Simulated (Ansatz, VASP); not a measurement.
# Two plane-wave programs on SiC

Contents of INCAR:

```
SYSTEM = SiC
ALGO = Normal
EDIFF = 1E-6
ENCUT = 600
GGA = PE
GGA_COMPAT = .False.
ISIF = 2
ISMEAR = 0
LASPH = .True.
LCHARG = .True.
LELF = .True.
LREAL = .False.
LVHAR = .True.
LWAVE = .False.
NBANDS = 11
NELM = 120
PREC = Accurate
SIGMA = 0.02
```

File KPOINTS:

```
k-points
0
Gamma
  10 10 10
  0 0 0
```

Contents of POSCAR:

```
SiC
1.0
    0.0000000000      2.1898618285      2.1898618285
    2.1898618285      0.0000000000      2.1898618285
    2.1898618285      2.1898618285      0.0000000000
Si C
1 1
Direct
    0.5000000000      0.5000000000      0.5000000000
    0.2500000000      0.2500000000      0.2500000000
```

Input for Ansatz:

```yaml
crystal:
  lattice:
    - [0.0, 2.1898618285, 2.1898618285]
    - [2.1898618285, 0.0, 2.1898618285]
    - [2.1898618285, 2.1898618285, 0.0]
  atoms:
    - { symbol: Si, position: [0.5, 0.5, 0.5] }
    - { symbol: C, position: [0.25, 0.25, 0.25] }
basis:
  ecutwfc: 420
kpoints:
  mp_grid: { grid: [10, 10, 10] }
  band_path:
    path:
      - [[0.0, 0.0, 0.0], [-0.5, -0.5, 0.0], [-0.375, -0.375, 0.25]]
      - [[-0.375, 0.0, 0.375], [0.0, 0.0, 0.0], [0.0, 0.0, 0.5], [-0.5, -0.25, 0.25], [-0.5, -0.5, 0.0]]
    npoints: 14
hamiltonian:
  xc: pbe
scf:
  occupations: { method: gaussian, width: 0.02 }
  n_extra_bands: 6
output:
  forces: true
  stress: true
  eigenvalues: true
  populations: true
  dos: { projected: true, de: 0.02, nscf_kmesh: { grid: [15, 15, 15] } }
  bader: true
  write_density: true
  write_potential: true
  elf: true
  volumetric_format: npy
```

Alike in both runs: task single point; functional PBE; k mesh 10 × 10 × 10; occupations gaussian, width 0.02 eV; no spin polarisation.

```csv
,VASP,Ansatz
version,VASP 6.6.1,Ansatz 0.2.0
potentials or method,"VASP PAW PBE potentials, release 64 (Si, C), cutoff 600 eV","scalar-relativistic, plane waves, PAW"
valence electrons in the cell,8,8
```

```tsv
	VASP	Ansatz	Ansatz less VASP
gap on the k mesh at the Fermi level (eV)	1.37	1.37	+0.002
least direct gap on the mesh (eV)	4.53	4.53	+0.003
pressure (GPa)	-0.2	0.0	+0.19
```

The functional is the same, so the differences come from potentials, cutoffs and numerics.
